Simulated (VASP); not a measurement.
Here is a VASP 6.6.1 calculation.

Contents of INCAR:

```
SYSTEM = NbI7
PREC = Accurate
ENCUT = 520
EDIFF = 1E-6
ISMEAR = 0
SIGMA = 0.1
LREAL = .FALSE.
LASPH = .TRUE.
NELM = 150
ALGO = Normal
ISIF = 2
LWAVE = .FALSE.
LCHARG = .FALSE.
ISPIN = 2
MAGMOM = 1 0 0 0 0 0 0 0
LORBIT = 11
LMAXMIX = 4
GGA = PE
NBANDS = 45
```

The input KPOINTS:

```
regular mesh
0
G
  4 4 4
  0 0 0
```

Contents of POSCAR:

```
NbI7
1.0
   -4.0140662341      4.0140662341      4.0140662341
    4.0140662341     -4.0140662341      4.0140662341
    4.0140662341      4.0140662341     -4.0140662341
Nb I
1 7
Direct
    0.0000000000      0.0000000000      0.0000000000
    0.0000000000      0.5000000000      0.5000000000
    0.5000000000      0.5000000000      0.0000000000
    0.5000000000      0.0000000000      0.5000000000
    0.0000000000      0.0000000000      0.5000000000
    0.0000000000      0.5000000000      0.0000000000
    0.5000000000      0.0000000000      0.0000000000
    0.5000000000      0.5000000000      0.5000000000
```

Potentials or basis: VASP PAW PBE potentials, release 64 (Nb_sv, I).

The run is started by

```bash
$ cat potpaw_PBE.64/Nb_sv/POTCAR potpaw_PBE.64/I/POTCAR > POTCAR
$ mpirun -np 1 vasp_std > vasp.out
```

**Question.** Estimate the site moments.

**Answer.** Nb +2.14; I -0.13, -0.14 (each value once) μB.

**Question.** Estimate the pressure.

**Answer.** 0.9 GPa.

**Question.** What does it give for the net moment?

**Answer.** 1.61 μB per cell.
